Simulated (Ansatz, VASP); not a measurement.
BN in VASP and in Ansatz

```
N B
1.0
     0.00000    1.77599    1.77599
     1.77599    0.00000    1.77599
     1.77599    1.77599    0.00000
N B
1 1
Cartesian
  0.8880 0.8880 0.8880
  0.0000 0.0000 0.0000
```

Change from the starting cell: volume scaled by 0.94.

Alike in both runs: task single point; functional PBEsol; k mesh 13 × 13 × 13; occupations fermi-dirac, width 0.05 eV; no spin polarisation.

|  | VASP | Ansatz |
| --- | --- | --- |
| version | VASP 6.6.1 | Ansatz 0.2.0 |
| potentials or method | VASP PAW PBE potentials, release 64 (N, B), cutoff 520 eV | all-electron LAPW, scalar-relativistic |

VASP gave:

```
gap on the k mesh at the Fermi level (eV) : 4.41
least direct gap on the mesh (eV)         : 9.01
pressure (GPa)                            : 19.6
```

Task: What did Ansatz give for the same quantities?

Result: gap on the k mesh at the Fermi level (eV): 4.42; least direct gap on the mesh (eV): 9.01; pressure (GPa): 18.9.

VASP's potentials were made for PBE, not for PBEsol. Ansatz ran all-electron here, and VASP with PAW potentials.
